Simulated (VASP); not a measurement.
A run of VASP 6.6.1 is set up as follows.

INCAR

```
SYSTEM = Be
ALGO = Normal
EDIFF = 1E-6
ENCUT = 520
ISIF = 2
ISMEAR = 1
LASPH = .TRUE.
LCHARG = .FALSE.
LREAL = .FALSE.
LWAVE = .FALSE.
NBANDS = 9
NELM = 80
PREC = Accurate
SIGMA = 0.1
```

Contents of KPOINTS:

```
k-points
0
G
  16 16 9
  0 0 0
```

Contents of POSCAR:

```
Be
1.0
    2.2295160349      0.0000000000      0.0000000000
   -1.1147580175      1.9308175243      0.0000000000
    0.0000000000      0.0000000000      3.5083258361
Be
2
Direct
    0.3333333333      0.6666666667      0.2500000000
    0.6666666667      0.3333333333      0.7500000000
```

Potentials or basis: VASP PAW LDA potentials, release 64 (Be).

The run is started by

```sh
$ cat potpaw_LDA.64/Be/POTCAR > POTCAR
$ mpirun -np 1 vasp_std > vasp.out
```

Question: What does it give for the pressure?

Answer: 0.4 GPa.

Question: What does it give for the band gap on the k mesh?

Answer: Zero (band 2 reaches 8.05 eV, above the bottom of band 3 at 6.47 eV).

Stress tensor (GPa, compression positive):
```
0.52 0.00 0.00
0.00 0.52 0.00
0.00 0.00 0.26
```
